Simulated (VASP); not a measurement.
Wanted: the native input for a VASP 6.6.1 run.

| Property | Result |
| --- | --- |
| Task | single point |
| Functional | LDA |
| Potentials or basis | VASP PAW LDA potentials, release 64 (Y_sv, Si, Ru_pv) |
| Cutoff | 520 eV |
| k mesh | 9 × 9 × 9 |
| Occupations | fermi-dirac, width 0.1 eV |
| Spin | no spin polarisation |
| Dipole correction | no |
| Further INCAR settings | ALGO = Normal; EDIFF = 1e-07; NBANDS = 32 |

The structure of YSi2Ru2 lies in POSCAR:

```
YSi2Ru2
1.0
   -2.1141516444      2.1141516444      4.8518602516
    2.1141516444     -2.1141516444      4.8518602516
    2.1141516444      2.1141516444     -4.8518602516
Y Si Ru
1 2 2
Direct
    0.0000000000      0.0000000000      0.0000000000
    0.3750000000      0.3750000000      0.0000000000
    0.6250000000      0.6250000000      0.0000000000
    0.7500000000      0.2500000000      0.5000000000
    0.2500000000      0.7500000000      0.5000000000
```

The input as run:

INCAR

```
PREC = Accurate ; ENCUT = 520
EDIFF = 1E-7 ; ISMEAR = -1
SIGMA = 0.1 ; LREAL = False
LASPH = True ; NELM = 80
ALGO = Normal ; ISIF = 2
LWAVE = False ; LCHARG = False
NBANDS = 32
```

KPOINTS

```
regular mesh
0
Gamma
  9 9 9
```

Potentials or basis: VASP PAW LDA potentials, release 64 (Y_sv, Si, Ru_pv).

Launch:

```console
$ cat potpaw_LDA.64/Y_sv/POTCAR potpaw_LDA.64/Si/POTCAR potpaw_LDA.64/Ru_pv/POTCAR > POTCAR
$ mpirun -np 1 vasp_std > vasp.out
```

It gave:

```json
{
  "Pressure": "-14.5 GPa",
  "Largest force": "1.475 eV/Å",
  "Band gap on the k mesh": "zero (an odd number of electrons rules out a gap without spin polarisation)"
}
```

Caveat: the cell stands under tension; forces of over 1 eV/Å act on the atoms, so gaps and moduli don't describe the material at rest.

It took 4.3 min on 1 thread of Intel(R) Xeon(R) Platinum 8259CL CPU @ 2.50GHz (Skylake/Cascade Lake), with other jobs on the host, peak memory 0.37 GiB.
